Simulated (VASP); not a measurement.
Crystal: GaP (rocksalt type).

```
Ga P
1.0
     0.00000    2.34722    2.34722
     2.34722    0.00000    2.34722
     2.34722    2.34722    0.00000
Ga P
1 1
Cartesian
  0.0000 0.0000 0.0000
  2.3472 2.3472 2.3472
```

- Program: VASP 6.6.1
- Task: relaxation of cell and atoms
- Functional: PBE
- Potentials or basis: VASP PAW PBE potentials, release 64 (Ga_d, P)
- Cutoff: 600 eV
- k mesh: 14 × 14 × 14
- Occupations: fermi-dirac, width 0.1 eV
- Spin: no spin polarisation

At the start: pressure 47.4 GPa; volume 12.93 Å³/atom.

**Question.** How do energy, volume and symmetry change on relaxing?

**Answer.** Over 20 steps the energy falls by 485.3 meV/atom and the volume is 17.19 Å³/atom (+32.9 %); space group Fm-3m (No. 225, to 0.05 Å).

Step by step:
| step | energy change (eV) | largest force (eV/Å) | pressure (GPa) | volume (Å³) |
| --- | --- | --- | --- | --- |
| 1 | 0.0000 | 0.0000 | 47.39 | 25.86 |
| 2 | -0.5886 | 0.0000 | -11.31 | 42.99 |
| 3 | -0.9707 | 0.0000 | -0.13 | 34.43 |
| 4 | -0.9706 | 0.0000 | 0.29 | 34.25 |
| 5 | -0.9706 | 0.0000 | 0.33 | 34.25 |
| 6 | -0.9706 | 0.0000 | 0.26 | 34.25 |
| 7 | -0.9706 | 0.0000 | 0.30 | 34.25 |
| 8 | -0.9706 | 0.0000 | 0.31 | 34.25 |
| 9 | -0.9706 | 0.0000 | 0.31 | 34.25 |
| 10 | -0.9706 | 0.0000 | 0.31 | 34.25 |
| 11 | -0.9706 | 0.0000 | 0.31 | 34.25 |
| 12 | -0.9706 | 0.0000 | 0.31 | 34.25 |
| 13 | -0.9706 | 0.0000 | 0.32 | 34.25 |
| 14 | -0.9706 | 0.0000 | 0.32 | 34.26 |
| 15 | -0.9706 | 0.0000 | 0.26 | 34.26 |
| 16 | -0.9706 | 0.0000 | 0.19 | 34.28 |
| 17 | -0.9707 | 0.0000 | 0.16 | 34.30 |
| 18 | -0.9707 | 0.0000 | 0.08 | 34.35 |
| 19 | -0.9707 | 0.0000 | -0.15 | 34.45 |
| 20 | -0.9707 | 0.0000 | -0.04 | 34.38 |

Final structure:
```cif
data_structure
_symmetry_space_group_name_H-M 'P 1'
_symmetry_Int_Tables_number 1
_cell_length_a 3.6499
_cell_length_b 3.6499
_cell_length_c 3.6499
_cell_angle_alpha 60.000
_cell_angle_beta 60.000
_cell_angle_gamma 60.000
_cell_volume 34.38
loop_
_atom_site_label
_atom_site_type_symbol
_atom_site_fract_x
_atom_site_fract_y
_atom_site_fract_z
_atom_site_occupancy
Ga1 Ga 0.00000 0.00000 0.00000 1
P1 P 0.50000 0.50000 0.50000 1
```

Caveat: the volume moved by over 15 % at a fixed basis, so the end points are rough.
